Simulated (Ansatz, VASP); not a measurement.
Si5Ge: VASP beside Ansatz

```
Si Ge
1.0
     4.93827    0.00000    0.00000
    -2.46913    4.27667    0.00000
     0.00000    0.00000    4.70783
Si Ge
5 1
Direct
  0.33333 0.66667 0.00000
  0.66667 0.33333 0.00000
  0.50000 0.00000 0.50000
  0.50000 0.50000 0.50000
  0.00000 0.50000 0.50000
  0.00000 0.00000 0.00000
```

Change from the starting cell: species swapped into the EuAg5 type (P6/mmm, No. 191).

Alike in both runs: functional PBE; k mesh 12 × 12 × 8; occupations gaussian, width 0.1 eV; no spin polarisation.

Ansatz relaxed the structure, and its values are those at the end. VASP's run is a single point on that final structure, the one shown.

```csv
,VASP,Ansatz
version,VASP 6.6.1,Ansatz 0.2.0
potentials or method,"VASP PAW PBE potentials, release 64 (Si, Ge_d), cutoff 520 eV","scalar-relativistic, plane waves, PAW"
valence electrons in the cell,34,34
```

```csv
,VASP,Ansatz,Ansatz less VASP
gap on the k mesh at the Fermi level (eV),none,none,-
pressure (GPa),-0.1,0.0,+0.05
```

A gap of «none» marks a metal or a gap that the smearing closes.
